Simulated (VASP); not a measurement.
Pt, 2 atoms in the cell. It takes space group P6_3/mmc (No. 194, hexagonal). Conventional cell: a = 2.862 Å, b = 2.862 Å, c = 4.942 Å, α = 90.00°, β = 90.00°, γ = 120.00°. Pt (site symmetry -6m2) has 12 Pt at 2.86 to 2.97 Å within 3.8 Å. 

| Item | Value |
| --- | --- |
| Program | VASP 6.6.1 |
| Task | single point |
| Functional | LDA |
| Potentials or basis | VASP PAW LDA potentials, release 64 (Pt) |
| Cutoff | 520 eV |
| k mesh | 21 × 21 × 10 |
| Occupations | gaussian, width 0.15 eV |
| Spin | collinear spin, ferromagnetic start |
| Starting moments | [0.3, 0.3] μB |
| Fixed moment | 0.6 μB |
| Dipole correction | no |
| Further INCAR settings | ALGO = Fast; EDIFF = 1e-06; NBANDS = 21 |

Potentials or basis: VASP PAW LDA potentials, release 64 (Pt).

Run with:

```console
$ cat potpaw_LDA.64/Pt/POTCAR > POTCAR
$ mpirun -np 1 vasp_std > vasp.out
```

Hardware: 1 thread of Intel(R) Xeon(R) 6975P-C (Granite Rapids) (shared host).

Question: How long does it take, and how much memory?

Answer: Wall time 2 min on 1 thread of Intel(R) Xeon(R) 6975P-C (Granite Rapids), on a shared host, peak memory 0.37 GiB. Counts: scf iterations 12, k points 288.
